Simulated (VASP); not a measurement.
# V (Im-3m) in VASP: settings compared

V is run at these levels: PBEsol, PBE, r2SCAN; tasks: single point.

Everything below comes from runs of VASP 6.6.1. Logs are shortened: lines on timing, memory, paths and dates and some standing lists are left out, and cuts for length are marked.

**1. The cell of the first run**

It takes space group Im-3m (No. 229, cubic). The conventional cell has a = 2.960 Å, b = 2.960 Å, c = 2.960 Å, α = 90.00°, β = 90.00°, γ = 90.00°. Within 3.4 Å of V (site symmetry m-3m) lie 14 V at 2.56 to 2.96 Å.

**2. Single point, PBEsol**

File INCAR:

```
SYSTEM = V
PREC     = Accurate       ! precision mode
ENCUT    = 520            ! plane-wave cutoff, eV
EDIFF    = 1E-6           ! SCF threshold, eV
ISMEAR   = -1             ! smearing method
SIGMA    = 0.05           ! smearing width, eV
LREAL    = .FALSE.        ! projectors in reciprocal space
LASPH    = .TRUE.         ! aspherical terms in the spheres
NELM     = 100            ! most SCF steps
ALGO     = Normal         ! electronic algorithm
ISIF     = 2              ! what is computed and relaxed
LWAVE    = .FALSE.        ! write WAVECAR
LCHARG   = .TRUE.         ! write CHGCAR
GGA      = PS             ! functional
LELF     = .TRUE.         ! ELF
LVHAR    = .TRUE.       
NBANDS   = 12             ! bands
```

File KPOINTS:

```
Automatic mesh
0
G
  12 12 12
  0 0 0
```

File POSCAR:

```
V
1.0
   -1.4799860000      1.4799860000      1.4799860000
    1.4799860000     -1.4799860000      1.4799860000
    1.4799860000      1.4799860000     -1.4799860000
V
1
Direct
    0.0000000000      0.0000000000      0.0000000000
```

Potentials or basis: VASP PAW PBE potentials, release 64 (V_sv).

Started as:

```sh
cat potpaw_PBE.64/V_sv/POTCAR > POTCAR
mpirun -np 1 vasp_std > vasp.out
```

OUTCAR:

```text
SYSTEM = V
   PREC = Accurate
   ENCUT = 520
   EDIFF = 1E-6
   ISMEAR = -1
   LREAL = .FALSE.
   LASPH = .TRUE.
   NELM = 100
   ISIF = 2
   GGA = PS

 ion  position               nearest neighbor table
   1  0.000  0.000  0.000-

  LATTYP: Found a body centered cubic cell.
 ALAT       =     2.9599720000

  Lattice vectors:

 A1 = (  -1.4799860000,   1.4799860000,   1.4799860000)
 A2 = (   1.4799860000,  -1.4799860000,   1.4799860000)
 A3 = (   1.4799860000,   1.4799860000,  -1.4799860000)

Analysis of symmetry for initial positions (statically):
=====================================================================
 Subroutine PRICEL returns:
 Original cell was already a primitive cell.

 Routine SETGRP: Setting up the symmetry group for a
 body centered cubic supercell.

 Subroutine GETGRP returns: Found 48 space group operations
 (whereof 48 operations were pure point group operations)
 out of a pool of 48 trial point group operations.

The static configuration has the point symmetry O_h .

Analysis of symmetry for dynamics (positions and initial velocities):
=====================================================================
 Subroutine PRICEL returns:
 Original cell was already a primitive cell.

 Routine SETGRP: Setting up the symmetry group for a
 body centered cubic supercell.

 Subroutine GETGRP returns: Found 48 space group operations
 (whereof 48 operations were pure point group operations)
 out of a pool of 48 trial point group operations.

The dynamic configuration has the point symmetry O_h .

 Subroutine INISYM returns: Found 48 space group operations
 (whereof 48 operations are pure point group operations),
 and found     1 'primitive' translations

----------------------------------------------------------------------------------------

                                     Primitive cell

  volume of cell :      12.9668

  direct lattice vectors                    reciprocal lattice vectors
    -1.479986000  1.479986000  1.479986000     0.000000000  0.337841034  0.337841034
     1.479986000 -1.479986000  1.479986000     0.337841034  0.000000000  0.337841034
     1.479986000  1.479986000 -1.479986000     0.337841034  0.337841034  0.000000000

  length of vectors
     2.563410946  2.563410946  2.563410946     0.477779372  0.477779372  0.477779372

  position of ions in fractional coordinates (direct lattice)
     0.000000000  0.000000000  0.000000000

  ion indices of the primitive-cell ions
   primitive index   ion index
                 1           1

----------------------------------------------------------------------------------------

 KPOINTS: Automatic mesh

Automatic generation of k-mesh.
 Grid dimensions read from file:
 generate k-points for:   12   12   12

 Generating k-lattice:

  Cartesian coordinates                     Fractional coordinates (reciprocal lattice)
     0.000000000  0.028153419  0.028153419     0.083333333  0.000000000  0.000000000
     0.028153419  0.000000000  0.028153419     0.000000000  0.083333333  0.000000000
     0.028153419  0.028153419  0.000000000     0.000000000  0.000000000  0.083333333

  Length of vectors
     0.039814948  0.039814948  0.039814948

  Shift w.r.t. Gamma in fractional coordinates (k-lattice)
     0.000000000  0.000000000  0.000000000

 Subroutine IBZKPT returns following result:
 ===========================================

 Found     72 irreducible k-points:

 Following reciprocal coordinates:
            Coordinates               Weight
  0.000000  0.000000  0.000000      1.000000
  0.083333  0.000000  0.000000     12.000000
  0.166667  0.000000  0.000000     12.000000
  0.250000  0.000000  0.000000     12.000000
  0.333333  0.000000  0.000000     12.000000
  0.416667  0.000000  0.000000     12.000000
[... 16 lines left out ...]
  0.333333  0.083333  0.083333     24.000000
  0.416667  0.083333  0.083333     12.000000
 [... further k-points ...]
   k-points           NKPTS =     72   k-points in BZ     NKDIM =     72   number of bands    NBANDS=     12
   number of dos      NEDOS =    301   number of ions     NIONS =      1
   total plane-waves  NPLWV =   8000
   dimension x,y,z NGX =    20 NGY =   20 NGZ =   20
   dimension x,y,z NGXF=    40 NGYF=   40 NGZF=   40
   ions per type =               1
   NGX,Y,Z   is equivalent  to a cutoff of  12.97, 12.97, 12.97 a.u.
   NGXF,Y,Z  is equivalent  to a cutoff of  25.94, 25.94, 25.94 a.u.
 SYSTEM =  V
   PREC   = accura    normal or accurate (medium, high low for compatibility)
   ISTART =      0    job   : 0-new  1-cont  2-samecut
   ICHARG =      2    charge: 1-file 2-atom 10-const
   ISPIN  =      1    spin polarized calculation?
   LNONCOLLINEAR =      F non collinear calculations
   LSORBIT =      F    spin-orbit coupling
   LASPH  =      T    aspherical Exc in radial PAW
   ENCUT  =  520.0 eV  38.22 Ry    6.18 a.u.   4.77  4.77  4.77*2*pi/ulx,y,z
   NELM   =    100;   NELMIN=  2; NELMDL= -5     # of ELM steps
   EDIFF  = 0.1E-05   stopping-criterion for ELM
   LREAL  =      F    real-space projection
   EDIFFG = 0.1E-04   stopping-criterion for IOM
   NSW    =      0    number of steps for IOM
   IBRION =     -1    ionic relax: 0-MD 1-quasi-New 2-CG
   NFREE  =      0    steps in history (QN), initial steepest desc. (CG)
   ISIF   =      2    stress and relaxation
   ISYM   =      2    0-nonsym 1-usesym 2-fastsym
   POTIM  = 0.5000    time-step for ionic-motion
   TEBEG  =    0.0;   TEEND  =   0.0 temperature during run
   PSTRESS=    0.0 pullay stress
   NELECT =      13.0000    total number of electrons
   NUPDOWN=      -1.0000    fix difference up-down
   EMIN   =  10.00;   EMAX   =-10.00  energy-range for DOS
   EFERMI =   0.00;   METHOD = LEGACY
   ISMEAR =    -1;   SIGMA  =   0.05  broadening in eV -4-tet -1-fermi 0-gaus
   EFERMI_NEDOS =   21; number of points for ismear=-14 and -15
   IALGO  =     38    algorithm
   IMIX   =      4    mixing-type and parameters
     AMIX     =   0.40;   BMIX     =  1.00
     AMIX_MAG =   1.60;   BMIX_MAG =  1.00
  volume/ion in A,a.u.               =      12.97        87.50
  Fermi-wavevector in a.u.,A,eV,Ry     =   1.638495  3.096306 36.527078  2.684665
  Thomas-Fermi vector in A             =   2.729458
   LORBIT       =      0    0 simple, 1 ext, 2 COOP (PROOUT), +10 PAW based schemes
   GGA     = PS    functional components
   LHFCALC =     F    Hartree Fock is set to
   AEXX    =    0.0000 exact exchange contribution
   IVDW    =     0    specifies the selected vdW correction
   LEPSILON=     F    determine dielectric tensor
   LRPA    =     F    only Hartree local field effects (RPA)
 non-spin polarized calculation
  energy-cutoff  :      520.00
  volume of cell :       12.97
 maximum number of plane-waves:       370
   NGX =  9   NGY =  9   NGZ =  9

 number of electron      13.0000001 magnetization

 Free energy of the ion-electron system (eV)
  ---------------------------------------------------
  ext. energy  EPLUGINS =         0.00000000
  ---------------------------------------------------
  free energy    TOTEN  =        -9.63664516 eV

  energy without entropy =       -9.61893243  energy(sigma->0) =       -9.62778880

 E-fermi :  10.0373     XC(G=0): -13.2672

 val. band max:       10.0211576225   @ k =   0.3333   0.1667  -0.0000
 cond. band min:      10.0653338322   @ k =  -0.3333   0.3333   0.1667
 fundamental gap:      0.0441762098
 Fermi energy:        10.0373407514

 k-point     1 :       0.0000    0.0000    0.0000
  band No.  band energies     occupation
      1     -53.3791      2.00000
      2     -26.7143      2.00000
      3     -26.7143      2.00000
      4     -26.7143      2.00000
      5       3.3644      2.00000
      6      10.4690      0.00036
      7      10.4690      0.00036
      8      10.4690      0.00036
      9      12.5726      0.00000
     10      12.5726      0.00000
     11      30.8256      0.00000
     12      30.8256      0.00000

 k-point     2 :       0.0833    0.0000    0.0000
  band No.  band energies     occupation
      1     -53.3637      2.00000
      2     -26.7864      2.00000
      3     -26.7361      2.00000
      4     -26.7149      2.00000
      5       3.6539      2.00000
      6      10.3434      0.00438
      7      10.4381      0.00066
      8      10.6797      0.00001
      9      12.4334      0.00000
     10      12.5810      0.00000
     11      30.3790      0.00000
     12      30.7815      0.00000

 k-point     3 :       0.1667    0.0000    0.0000
  band No.  band energies     occupation
      1     -53.3213      2.00000
      2     -26.9808      2.00000
      3     -26.7952      2.00000
      4     -26.7165      2.00000
      5       4.4616      2.00000
      6      10.0146      1.22323
      7      10.2736      0.01760
      8      11.2823      0.00000
      9      12.2216      0.00000
     10      12.6159      0.00000
     11      28.9639      0.00000
     12      30.2481      0.00000
[... 286 lines left out ...]
 k-point    23 :       0.3333    0.0833    0.0833
  band No.  band energies     occupation
      1     -53.1542      2.00000
      2     -27.6270      2.00000
      3     -27.0490      2.00000
      4     -26.7873      2.00000
      5       7.2162      2.00000
      6       8.8295      2.00000
      7      10.3520      0.00369
      8      12.6389      0.00000
      9      12.9356      0.00000
     10      15.2292      0.00000
     11      21.7193      0.00000
     12      25.7537      0.00000

 k-point    24 :       0.4167    0.0833    0.0833
  band No.  band energies     occupation
      1     -53.1400      2.00000
      2     -27.6720      2.00000
      3     -27.0812      2.00000
      4     -26.7895      2.00000
      5       7.2031      2.00000
      6       8.7503      2.00000
      7      10.8540      0.00000
      8      12.6883      0.00000
      9      12.9782      0.00000
     10      15.7834      0.00000
     11      20.6184      0.00000
     12      25.4583      0.00000

 [... further k-points ...]

------------------------ aborting loop because EDIFF is reached ----------------------------------------

  FORCE on cell =-STRESS in cart. coord.  units (eV):
  Direction    XX          YY          ZZ          XY          YZ          ZX
  --------------------------------------------------------------------------------------
  -------------------------------------------------------------------------------------
  Total       -0.0185269     -0.0185269     -0.0185269      0.0000000     -0.0000000      0.0000000
  in kB       -2.2891809     -2.2891809     -2.2891809      0.0000000     -0.0000000      0.0000000
  external PRESSURE =      -2.2891809 kB  Pullay stress =       0.0000000 kB

 VOLUME and BASIS-vectors are now :
 -----------------------------------------------------------------------------
  energy-cutoff  :      520.00
  volume of cell :       12.97
      direct lattice vectors                 reciprocal lattice vectors
    -1.479986000  1.479986000  1.479986000     0.000000000  0.337841034  0.337841034
     1.479986000 -1.479986000  1.479986000     0.337841034  0.000000000  0.337841034
     1.479986000  1.479986000 -1.479986000     0.337841034  0.337841034  0.000000000

 POSITION                                       TOTAL-FORCE (eV/Angst)
 -----------------------------------------------------------------------------------
      0.00000      0.00000      0.00000         0.000000      0.000000     -0.000000
 -----------------------------------------------------------------------------------
    total drift:                                0.000000     -0.000000      0.000000

  FREE ENERGIE OF THE ION-ELECTRON SYSTEM (eV)
  ---------------------------------------------------
  free  energy   TOTEN  =        -9.6366451610 eV

  energy  without entropy=       -9.6189324290  energy(sigma->0) =       -9.62778880
```

Wall time 13 s (1 thread of Intel Xeon Platinum 8259CL at 2.50GHz (Skylake/Cascade Lake), shared host); peak memory 0.13 GiB.

Results:

* Free energy: -9.6366 eV
* Pressure: -0.2 GPa

Levels at points of the mesh, in eV from the Fermi level:
| k point | band 2 | band 3 | band 4 | band 5 | band 6 | band 7 | band 8 | band 9 | band 10 | band 11 |
| --- | --- | --- | --- | --- | --- | --- | --- | --- | --- | --- |
| (0.00, 0.00, 0.00) | -36.75 | -36.75 | -36.75 | -6.67 | 0.43 | 0.43 | 0.43 | 2.54 | 2.54 | 20.79 |
| (0.50, 0.00, 0.00) | -37.78 | -37.07 | -36.76 | -3.31 | -1.20 | 1.79 | 2.55 | 2.92 | 4.37 | 10.67 |
| (0.50, 0.50, 0.50) | -37.45 | -37.45 | -37.45 | -3.18 | -3.18 | 3.95 | 3.95 | 3.95 | 10.55 | 10.55 |

Caveat: the PAW data sets were made with another functional, which shifts forces and pressure a little.

**3. Single point, PBE**

File INCAR:

```
ALGO = Normal
EDIFF = 1E-6
ENCUT = 520
GGA = PE
ISIF = 2
ISMEAR = -1
LASPH = T
LCHARG = F
LREAL = F
LWAVE = F
NBANDS = 12
NELM = 60
PREC = Accurate
SIGMA = 0.05
```

File KPOINTS:

```
k-points
0
Gamma
  12 12 12
```

POSCAR is that of step 2.

Potentials or basis: VASP PAW PBE potentials, release 64 (V_sv).

Started as:

```sh
cat potpaw_PBE.64/V_sv/POTCAR > POTCAR
mpirun -np 1 vasp_std > vasp.out
```

OUTCAR:

```text
EDIFF = 1E-6
   ENCUT = 520
   GGA = PE
   ISIF = 2
   ISMEAR = -1
   LASPH = T
   LREAL = F
   NELM = 60
   PREC = Accurate

 ion  position               nearest neighbor table
   1  0.000  0.000  0.000-

  LATTYP: Found a body centered cubic cell.
 ALAT       =     2.9599720000

  Lattice vectors:

 A1 = (  -1.4799860000,   1.4799860000,   1.4799860000)
 A2 = (   1.4799860000,  -1.4799860000,   1.4799860000)
 A3 = (   1.4799860000,   1.4799860000,  -1.4799860000)

[... 527 lines left out ...]
      3     -27.0743      2.00000
      4     -26.7864      2.00000
      5       7.3619      2.00000
      6       8.9026      2.00000
      7      10.9939      0.00000
      8      12.8355      0.00000
      9      13.1283      0.00000
     10      15.9039      0.00000
     11      20.7620      0.00000
     12      25.5985      0.00000

 [... further k-points ...]
[... 5 lines left out ...]
  --------------------------------------------------------------------------------------
  -------------------------------------------------------------------------------------
  Total        0.6005507      0.6005507      0.6005507      0.0000000     -0.0000000     -0.0000000
  in kB       74.2040202     74.2040202     74.2040202      0.0000000     -0.0000000     -0.0000000
  external PRESSURE =      74.2040202 kB  Pullay stress =       0.0000000 kB

 VOLUME and BASIS-vectors are now :
 -----------------------------------------------------------------------------
  energy-cutoff  :      520.00
  volume of cell :       12.97
      direct lattice vectors                 reciprocal lattice vectors
    -1.479986000  1.479986000  1.479986000     0.000000000  0.337841034  0.337841034
     1.479986000 -1.479986000  1.479986000     0.337841034  0.000000000  0.337841034
     1.479986000  1.479986000 -1.479986000     0.337841034  0.337841034  0.000000000

 POSITION                                       TOTAL-FORCE (eV/Angst)
 -----------------------------------------------------------------------------------
      0.00000      0.00000      0.00000        -0.000000      0.000000     -0.000000
 -----------------------------------------------------------------------------------
    total drift:                                0.000000     -0.000000      0.000000

  FREE ENERGIE OF THE ION-ELECTRON SYSTEM (eV)
  ---------------------------------------------------
  free  energy   TOTEN  =        -8.9822907273 eV

  energy  without entropy=       -8.9644888622  energy(sigma->0) =       -8.97338979
```

It took 10 s on 1 thread of Intel Xeon Platinum 8259CL at 2.50GHz (Skylake/Cascade Lake), shared host; peak memory 0.13 GiB.

What came out:

| Property | Result |
| --- | --- |
| Free energy | -8.9823 eV |
| Pressure | 7.4 GPa |

**4. Single point, r2SCAN**

POSCAR is that of step 3.

File INCAR.step1:

```
SYSTEM = V
PREC = Accurate ; ENCUT = 520
ISMEAR = -1 ; SIGMA = 0.05
LREAL = .FALSE. ; LASPH = .TRUE.
NELM = 80 ; NBANDS = 12
GGA = PE ; ALGO = Normal
EDIFF = 1E-4 ; LWAVE = .TRUE.
LCHARG = .FALSE.
```

File INCAR.step2:

```
SYSTEM = V
PREC = Accurate ; ENCUT = 520
EDIFF = 1E-6 ; ISMEAR = -1
SIGMA = 0.05 ; LREAL = .FALSE.
LASPH = .TRUE. ; NELM = 80
ALGO = Normal ; ISIF = 2
LWAVE = .FALSE. ; LCHARG = .TRUE.
METAGGA = R2SCAN ; LMIXTAU = .TRUE.
LELF = .TRUE. ; LVHAR = .TRUE.
NBANDS = 12 ; ISTART = 1
```

File KPOINTS:

```
regular mesh
0
G
  12 12 12
  0 0 0
```

Started as:

```sh
cat potpaw_PBE.64/V_sv/POTCAR > POTCAR
cp INCAR.step1 INCAR
mpirun -np 1 vasp_std > vasp.out
cp INCAR.step2 INCAR
mpirun -np 1 vasp_std > vasp.out
```

It took 53 s on 1 thread of Intel Xeon Platinum 8259CL at 2.50GHz (Skylake/Cascade Lake), shared host; peak memory 0.13 GiB.

It converged, with:

| Property | Result |
| --- | --- |
| Free energy | -14.1238 eV |
| Pressure | 5.4 GPa |

Levels at points of the mesh, in eV from the Fermi level:
```
           k point  band 2  band 3  band 4  band 5  band 6  band 7  band 8  band 9  band 10  band 11
(0.00, 0.00, 0.00)  -38.34  -38.34  -38.34   -7.13    0.51    0.51    0.51    2.79     2.79    21.55
(0.50, 0.00, 0.00)  -39.40  -38.66  -38.35   -3.46   -1.21    1.67    2.77    3.19     4.52    11.11
(0.50, 0.50, 0.50)  -39.05  -39.05  -39.05   -3.29   -3.29    4.09    4.09    4.09    11.03    11.03
```

Caveat: the PAW data sets were made with another functional, which shifts forces and pressure a little.

**5. Summary**

```tsv
level	gap on the mesh (eV)	pressure (GPa)
PBEsol	none	-0.2
PBE	none	7.4
r2SCAN	none	5.4
```

Alike in all rows: task single point; potentials or basis VASP PAW PBE potentials, release 64 (V_sv); no spin polarisation; cell as given; k mesh 12 × 12 × 12; cutoff (eV) 520; smearing fermi-dirac 0.05 eV.

Every run on the cell as given and a fine mesh finds a metal. The pressure there spans -0.2 GPa (PBEsol) to 7.4 GPa (PBE); a positive pressure means that this level wants a larger cell, a negative one a smaller.

Caveats: the PAW data sets were made with another functional, which shifts forces and pressure a little (some runs).

Absolute energies hang on the potentials; compare differences alone.
